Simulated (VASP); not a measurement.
# SnSe5 (P6/mmm) in VASP: further runs

Runs on SnSe5. Level: PBE. Tasks: single point, relaxation of cell and atoms.

All numbers are computed with VASP 6.6.1; they aren't measurements. Logs are shortened: lines on timing, memory, paths and dates and some standing lists are left out, and cuts for length are marked.

## (1) The cell of the first run

Symmetry: P6/mmm, No. 191, hexagonal system. The conventional cell has a = 7.215 Å, b = 7.215 Å, c = 3.550 Å, α = 90.00°, β = 90.00°, γ = 120.00°. Sn (site symmetry 6/mmm) has 2 Sn at 3.55 Å and 18 Se at 4.02 to 4.17 Å within 4.7 Å. Se (site symmetry -6m2) has 8 Se at 2.74 to 3.55 Å within 3.6 Å. Within 3.7 Å of Se (site symmetry mmm) lie 10 Se at 2.74 to 3.61 Å.

The cell was generated, and may not be a known phase.

## (2) Single point, PBE

File INCAR:

```
SYSTEM = SnSe5
ALGO     = Normal         ! electronic algorithm
EDIFF    = 1E-6           ! SCF threshold, eV
ENCUT    = 520            ! plane-wave cutoff, eV
GGA      = PE             ! functional
ISIF     = 2              ! what is computed and relaxed
ISMEAR   = 0              ! smearing method
LASPH    = .True.         ! aspherical terms in the spheres
LCHARG   = .True.         ! write CHGCAR
LELF     = .True.         ! ELF
LREAL    = .False.        ! projectors in reciprocal space
LVHAR    = .True.       
LWAVE    = .False.        ! write WAVECAR
NBANDS   = 31             ! bands
NELM     = 100            ! most SCF steps
PREC     = Accurate       ! precision mode
SIGMA    = 0.1            ! smearing width, eV
```

File KPOINTS:

```
k-points
0
Gamma
  6 6 10
  0 0 0
```

File POSCAR:

```
SnSe5
1.0
    7.2153252779      0.0000000000      0.0000000000
   -3.6076626389      6.2486549872      0.0000000000
    0.0000000000      0.0000000000      3.5502757013
Sn Se
1 5
Direct
    0.0000000000      0.0000000000      0.0000000000
    0.3333333333      0.6666666667      0.0000000000
    0.6666666667      0.3333333333      0.0000000000
    0.5000000000      0.0000000000      0.5000000000
    0.5000000000      0.5000000000      0.5000000000
    0.0000000000      0.5000000000      0.5000000000
```

Potentials or basis: VASP PAW PBE potentials, release 64 (Sn_d, Se).

Launch:

```sh
$ cat potpaw_PBE.64/Sn_d/POTCAR potpaw_PBE.64/Se/POTCAR > POTCAR
$ mpirun -np 1 vasp_std > vasp.out
```

OUTCAR:

```text
SYSTEM = SnSe5
   EDIFF = 1E-6
   ENCUT = 520
   GGA = PE
   ISIF = 2
   ISMEAR = 0
   LASPH = .True.
   LREAL = .False.
   NELM = 100
   PREC = Accurate

 ion  position               nearest neighbor table
   1  0.000  0.000  0.000-
   2  0.333  0.667  0.000-   4 2.74   4 2.74   6 2.74   6 2.74   5 2.74   5 2.74
   3  0.667  0.333  0.000-   4 2.74   4 2.74   6 2.74   6 2.74   5 2.74   5 2.74
   4  0.500  0.000  0.500-   2 2.74   3 2.74   2 2.74   3 2.74
   5  0.500  0.500  0.500-   2 2.74   3 2.74   2 2.74   3 2.74
   6  0.000  0.500  0.500-   2 2.74   3 2.74   2 2.74   3 2.74

  LATTYP: Found a hexagonal cell.
 ALAT       =     7.2153252779
 C/A-ratio  =     0.4920465211

  Lattice vectors:

 A1 = (   7.2153252779,   0.0000000000,   0.0000000000)
 A2 = (  -3.6076626389,   6.2486549872,   0.0000000000)
 A3 = (   0.0000000000,   0.0000000000,   3.5502757013)

Analysis of symmetry for initial positions (statically):
=====================================================================
 Subroutine PRICEL returns:
 Original cell was already a primitive cell.

 Routine SETGRP: Setting up the symmetry group for a
 hexagonal supercell.

 Subroutine GETGRP returns: Found 24 space group operations
 (whereof 24 operations were pure point group operations)
 out of a pool of 24 trial point group operations.

The static configuration has the point symmetry D_6h.

Analysis of symmetry for dynamics (positions and initial velocities):
=====================================================================
 Subroutine PRICEL returns:
 Original cell was already a primitive cell.

 Routine SETGRP: Setting up the symmetry group for a
 hexagonal supercell.

 Subroutine GETGRP returns: Found 24 space group operations
 (whereof 24 operations were pure point group operations)
 out of a pool of 24 trial point group operations.

The dynamic configuration has the point symmetry D_6h.

 Subroutine INISYM returns: Found 24 space group operations
 (whereof 24 operations are pure point group operations),
 and found     1 'primitive' translations

----------------------------------------------------------------------------------------

                                     Primitive cell

  volume of cell :     160.0680

  direct lattice vectors                    reciprocal lattice vectors
     7.215325278  0.000000000  0.000000000     0.138593890  0.080017220  0.000000000
    -3.607662639  6.248654987  0.000000000     0.000000000  0.160034440  0.000000000
     0.000000000  0.000000000  3.550275701     0.000000000  0.000000000  0.281668266

  length of vectors
     7.215325278  7.215325278  3.550275701     0.160034440  0.160034440  0.281668266

  position of ions in fractional coordinates (direct lattice)
     0.000000000  0.000000000  0.000000000
     0.333333333  0.666666667  0.000000000
     0.666666667  0.333333333  0.000000000
     0.500000000  0.000000000  0.500000000
     0.500000000  0.500000000  0.500000000
     0.000000000  0.500000000  0.500000000

  ion indices of the primitive-cell ions
   primitive index   ion index
                 1           1
                 2           2
                 3           3
                 4           4
                 5           5
                 6           6

----------------------------------------------------------------------------------------

 KPOINTS: k-points

Automatic generation of k-mesh.
 Grid dimensions read from file:
 generate k-points for:    6    6   10

 Generating k-lattice:

  Cartesian coordinates                     Fractional coordinates (reciprocal lattice)
     0.023098982  0.013336203  0.000000000     0.166666667  0.000000000  0.000000000
     0.000000000  0.026672407  0.000000000     0.000000000  0.166666667  0.000000000
     0.000000000  0.000000000  0.028166827     0.000000000  0.000000000  0.100000000

  Length of vectors
     0.026672407  0.026672407  0.028166827

  Shift w.r.t. Gamma in fractional coordinates (k-lattice)
     0.000000000  0.000000000  0.000000000

 Subroutine IBZKPT returns following result:
 ===========================================

 Found     42 irreducible k-points:

 Following reciprocal coordinates:
            Coordinates               Weight
  0.000000  0.000000  0.000000      1.000000
  0.166667  0.000000  0.000000      6.000000
  0.333333  0.000000  0.000000      6.000000
  0.500000 -0.000000  0.000000      3.000000
  0.166667  0.166667  0.000000      6.000000
  0.333333  0.166667  0.000000     12.000000
[... 16 lines left out ...]
  0.166667  0.000000  0.300000     12.000000
  0.333333  0.000000  0.300000     12.000000
 [... further k-points ...]
   k-points           NKPTS =     42   k-points in BZ     NKDIM =     42   number of bands    NBANDS=     31
   number of dos      NEDOS =    301   number of ions     NIONS =      6
   total plane-waves  NPLWV =  81648
   dimension x,y,z NGX =    54 NGY =   54 NGZ =   28
   dimension x,y,z NGXF=   108 NGYF=  108 NGZF=   56
   ions per type =               1   5
   NGX,Y,Z   is equivalent  to a cutoff of  12.44, 12.44, 13.11 a.u.
   NGXF,Y,Z  is equivalent  to a cutoff of  24.88, 24.88, 26.22 a.u.
 SYSTEM =  SnSe5
   PREC   = accura    normal or accurate (medium, high low for compatibility)
   ISTART =      0    job   : 0-new  1-cont  2-samecut
   ICHARG =      2    charge: 1-file 2-atom 10-const
   ISPIN  =      1    spin polarized calculation?
   LNONCOLLINEAR =      F non collinear calculations
   LSORBIT =      F    spin-orbit coupling
   LASPH  =      T    aspherical Exc in radial PAW
   ENCUT  =  520.0 eV  38.22 Ry    6.18 a.u.  13.42 13.42  6.60*2*pi/ulx,y,z
   NELM   =    100;   NELMIN=  2; NELMDL= -5     # of ELM steps
   EDIFF  = 0.1E-05   stopping-criterion for ELM
   LREAL  =      F    real-space projection
   EDIFFG = 0.1E-04   stopping-criterion for IOM
   NSW    =      0    number of steps for IOM
   IBRION =     -1    ionic relax: 0-MD 1-quasi-New 2-CG
   NFREE  =      0    steps in history (QN), initial steepest desc. (CG)
   ISIF   =      2    stress and relaxation
   ISYM   =      2    0-nonsym 1-usesym 2-fastsym
   POTIM  = 0.5000    time-step for ionic-motion
   TEBEG  =    0.0;   TEEND  =   0.0 temperature during run
   PSTRESS=    0.0 pullay stress
   NELECT =      44.0000    total number of electrons
   NUPDOWN=      -1.0000    fix difference up-down
   EMIN   =  10.00;   EMAX   =-10.00  energy-range for DOS
   EFERMI =   0.00;   METHOD = LEGACY
   ISMEAR =     0;   SIGMA  =   0.10  broadening in eV -4-tet -1-fermi 0-gaus
   EFERMI_NEDOS =   21; number of points for ismear=-14 and -15
   IALGO  =     38    algorithm
   IMIX   =      4    mixing-type and parameters
     AMIX     =   0.40;   BMIX     =  1.00
     AMIX_MAG =   1.60;   BMIX_MAG =  1.00
  volume/ion in A,a.u.               =      26.68       180.03
  Fermi-wavevector in a.u.,A,eV,Ry     =   1.064447  2.011514 15.416058  1.133048
  Thomas-Fermi vector in A             =   2.199966
   LORBIT       =      0    0 simple, 1 ext, 2 COOP (PROOUT), +10 PAW based schemes
   GGA     = PE    functional components
   LHFCALC =     F    Hartree Fock is set to
   AEXX    =    0.0000 exact exchange contribution
   IVDW    =     0    specifies the selected vdW correction
   LEPSILON=     F    determine dielectric tensor
   LRPA    =     F    only Hartree local field effects (RPA)
 non-spin polarized calculation
 Gauss-broadening in eV      SIGMA  =   0.10
  energy-cutoff  :      520.00
  volume of cell :      160.07
 maximum number of plane-waves:      4346
 NGX is ok and might be reduce to    54
   NGX = 27   NGY = 27   NGZ = 13

 number of electron      43.9999998 magnetization

 Free energy of the ion-electron system (eV)
  ---------------------------------------------------
  ext. energy  EPLUGINS =         0.00000000
  ---------------------------------------------------
  free energy    TOTEN  =       -19.05405513 eV

  energy without entropy =      -19.03057775  energy(sigma->0) =      -19.04231644

 E-fermi :   4.2100     XC(G=0):  -9.3281

 val. band max:        4.2099243391   @ k =   0.3333   0.0000   0.3000
 cond. band min:       4.2350731842   @ k =   0.5000  -0.0000   0.5000
 fundamental gap:      0.0251488451
 Fermi energy:         4.2100340522

 k-point     1 :       0.0000    0.0000    0.0000
  band No.  band energies     occupation
      1     -18.2026      2.00000
      2     -18.2026      2.00000
      3     -18.0854      2.00000
      4     -18.0681      2.00000
      5     -18.0681      2.00000
      6     -11.8306      2.00000
[... 23 lines left out ...]
     30       8.6866      0.00000
     31       9.5500      0.00000

 k-point     2 :       0.1667    0.0000    0.0000
  band No.  band energies     occupation
      1     -18.2026      2.00000
      2     -18.2026      2.00000
      3     -18.0854      2.00000
      4     -18.0681      2.00000
      5     -18.0681      2.00000
      6     -11.7724      2.00000
[... 23 lines left out ...]
     30       8.6342      0.00000
     31       9.8128      0.00000

 k-point     3 :       0.3333    0.0000    0.0000
  band No.  band energies     occupation
      1     -18.2026      2.00000
      2     -18.2026      2.00000
      3     -18.0854      2.00000
      4     -18.0681      2.00000
      5     -18.0681      2.00000
      6     -11.6113      2.00000
[... 23 lines left out ...]
     30       8.7640      0.00000
     31       9.9667      0.00000

 k-point     4 :       0.5000   -0.0000    0.0000
  band No.  band energies     occupation
      1     -18.2026      2.00000
      2     -18.2026      2.00000
      3     -18.0854      2.00000
      4     -18.0681      2.00000
      5     -18.0681      2.00000
      6     -11.4683      2.00000
[... 635 lines left out ...]
     30      10.6783      0.00000
     31      10.6783      0.00000

 k-point    23 :       0.1667    0.0000    0.3000
  band No.  band energies     occupation
      1     -18.2011      2.00000
      2     -18.2011      2.00000
      3     -18.0839      2.00000
      4     -18.0839      2.00000
      5     -18.0327      2.00000
      6     -10.8900      2.00000
[... 23 lines left out ...]
     30      10.3068      0.00000
     31      10.6173      0.00000

 k-point    24 :       0.3333    0.0000    0.3000
  band No.  band energies     occupation
      1     -18.2011      2.00000
      2     -18.2011      2.00000
      3     -18.0839      2.00000
      4     -18.0839      2.00000
      5     -18.0327      2.00000
      6     -10.7447      2.00000
[... 23 lines left out ...]
     30      10.3237      0.00000
     31      10.7917      0.00000

 [... further k-points ...]
[... 5 lines left out ...]
  --------------------------------------------------------------------------------------
  -------------------------------------------------------------------------------------
  Total        0.0174784      0.0174784      0.0242944      0.0000000     -0.0000000      0.0000000
  in kB        0.1749478      0.1749478      0.2431715      0.0000000     -0.0000000      0.0000000
  external PRESSURE =       0.1976890 kB  Pullay stress =       0.0000000 kB

 VOLUME and BASIS-vectors are now :
 -----------------------------------------------------------------------------
  energy-cutoff  :      520.00
  volume of cell :      160.07
      direct lattice vectors                 reciprocal lattice vectors
     7.215325278  0.000000000  0.000000000     0.138593890  0.080017220  0.000000000
    -3.607662639  6.248654987  0.000000000     0.000000000  0.160034440  0.000000000
     0.000000000  0.000000000  3.550275701     0.000000000  0.000000000  0.281668266

 POSITION                                       TOTAL-FORCE (eV/Angst)
 -----------------------------------------------------------------------------------
      0.00000      0.00000      0.00000        -0.000000      0.000000      0.000000
     -0.00000      4.16577      0.00000        -0.000000      0.000000      0.000000
      3.60766      2.08288      0.00000         0.000000      0.000000      0.000000
      3.60766      0.00000      1.77514        -0.000000      0.000000      0.000000
      1.80383      3.12433      1.77514        -0.000000      0.000000      0.000000
     -1.80383      3.12433      1.77514        -0.000000      0.000000      0.000000
 -----------------------------------------------------------------------------------
    total drift:                                0.000000      0.000000      0.000000

  FREE ENERGIE OF THE ION-ELECTRON SYSTEM (eV)
  ---------------------------------------------------
  free  energy   TOTEN  =       -19.0540551284 eV

  energy  without entropy=      -19.0305777522  energy(sigma->0) =      -19.04231644
```

Wall time 2.7 min (1 thread of AMD EPYC 9R45 (Zen 5), shared host); peak memory 0.33 GiB.

Results:

```yaml
Free_energy: -19.0541 eV
Pressure: 0.0 GPa
Band_gap_on_the_k_mesh: zero (bands 22 and 23 overlap by 1.75 eV)
```

Caveat: spin-orbit coupling is left out, which moves the levels of the heavy elements.

## (3) Relaxation of cell and atoms, PBE

This run uses another cell than the first one, of 24.17 Å³/atom.

File INCAR:

```
  PREC = Accurate
  ENCUT = 600
  EDIFF = 1E-6
  ISMEAR = 0
  SIGMA = 0.1
  LREAL = False
  LASPH = True
  NELM = 80
  ALGO = Normal
  ISIF = 3
  LWAVE = False
  LCHARG = False
  GGA = PE
  IBRION = 2
  NSW = 100
  EDIFFG = -0.01
```

File KPOINTS:

```
regular mesh
0
Gamma
  6 6 8
```

Changes to POSCAR since step 2:

```diff
@@ -2,5 +2,5 @@
 1.0
-    7.2153252779      0.0000000000      0.0000000000
-   -3.6076626389      6.2486549872      0.0000000000
-    0.0000000000      0.0000000000      3.5502757013
+    6.1755257864      0.0000000000      0.0000000000
+   -3.0877628932      5.3481622127      0.0000000000
+    0.0000000000      0.0000000000      4.3915936608
 Sn Se
```

Potentials or basis: VASP PAW PBE potentials, release 64 (Sn_d, Se).

Launch:

```sh
$ cat potpaw_PBE.64/Sn_d/POTCAR potpaw_PBE.64/Se/POTCAR > POTCAR
$ mpirun -np 1 vasp_std > vasp.out
```

It took 17 min on 1 thread of AMD EPYC 9R45 (Zen 5), shared host; peak memory 0.36 GiB.

The run converged. Its results:

* Free energy: -19.1434 eV
* Relaxed volume: 26.72 Å³/atom
* Relaxed cell: a = 7.238 Å, b = 7.238 Å, c = 3.534 Å, α = 90.00°, β = 90.00°, γ = 120.00°
* Space group after relaxing (to 0.1 Å): P6/mmm (No. 191)
* Energy gained by relaxing: 128.1 meV/atom
* Ionic steps: 14
* Pressure after relaxing: 0.0 GPa
* Band gap on the k mesh: zero (bands 22 and 23 overlap by 1.39 eV)

Step by step:
| step | energy change (eV) | largest force (eV/Å) | pressure (GPa) | volume (Å³) |
| --- | --- | --- | --- | --- |
| 1 | 0.0000 | 0.0000 | 0.83 | 145.04 |
| 2 | -0.0096 | 0.0000 | -0.07 | 147.70 |
| 3 | -0.0099 | 0.0000 | -0.29 | 148.36 |
| 4 | -0.0224 | 0.0000 | -0.43 | 149.16 |
| 5 | -0.0724 | 0.0000 | -0.72 | 151.49 |
| 6 | -0.2070 | 0.0000 | -1.04 | 155.72 |
| 7 | -0.6736 | 0.0000 | -1.33 | 162.31 |
| 8 | 0.4742 | 0.0000 | 2.08 | 166.53 |
| 9 | -0.7501 | 0.0000 | -1.23 | 164.09 |
| 10 | -0.7601 | 0.0000 | -0.52 | 162.52 |
| 11 | -0.7614 | 0.0000 | -0.69 | 162.90 |
| 12 | -0.7669 | 0.0000 | -0.35 | 161.51 |
| 13 | -0.7684 | 0.0000 | -0.04 | 160.37 |
| 14 | -0.7684 | 0.0000 | -0.02 | 160.32 |

Final structure:
```cif
data_structure
_symmetry_space_group_name_H-M 'P 1'
_symmetry_Int_Tables_number 1
_cell_length_a 7.2378
_cell_length_b 7.2378
_cell_length_c 3.5339
_cell_angle_alpha 90.000
_cell_angle_beta 90.000
_cell_angle_gamma 120.000
_cell_volume 160.32
loop_
_atom_site_label
_atom_site_type_symbol
_atom_site_fract_x
_atom_site_fract_y
_atom_site_fract_z
_atom_site_occupancy
Sn1 Sn 0.00000 0.00000 0.00000 1
Se1 Se 0.33333 0.66667 0.00000 1
Se2 Se 0.66667 0.33333 0.00000 1
Se3 Se 0.50000 0.00000 0.50000 1
Se4 Se 0.50000 0.50000 0.50000 1
Se5 Se 0.00000 0.50000 0.50000 1
```

Levels at points of the mesh, in eV from the Fermi level:
```tsv
k point	band 18	band 19	band 20	band 21	band 22	band 23	band 24	band 25	band 26
(0.00, 0.00, 0.00)	-1.57	-1.57	-1.35	-0.99	-0.84	-0.84	1.46	1.46	2.95
(0.50, 0.00, 0.00)	-1.72	-1.50	-0.84	-0.58	-0.48	0.76	0.98	1.10	1.60
(0.00, 0.00, 0.50)	-2.93	-2.28	-1.61	-1.58	-0.88	-0.88	-0.39	1.02	1.02
(0.50, 0.00, 0.50)	-2.66	-2.22	-1.79	-0.64	-0.63	0.01	0.63	0.90	1.21
```

Caveat: a cell axis changed by over 15 % at a fixed basis, so the end point is rough; spin-orbit coupling is left out, which moves the levels of the heavy elements.

(Part 1 of 2 ends here.)

The gap in the log of VASP goes by the Fermi energy; the results here count the filled bands.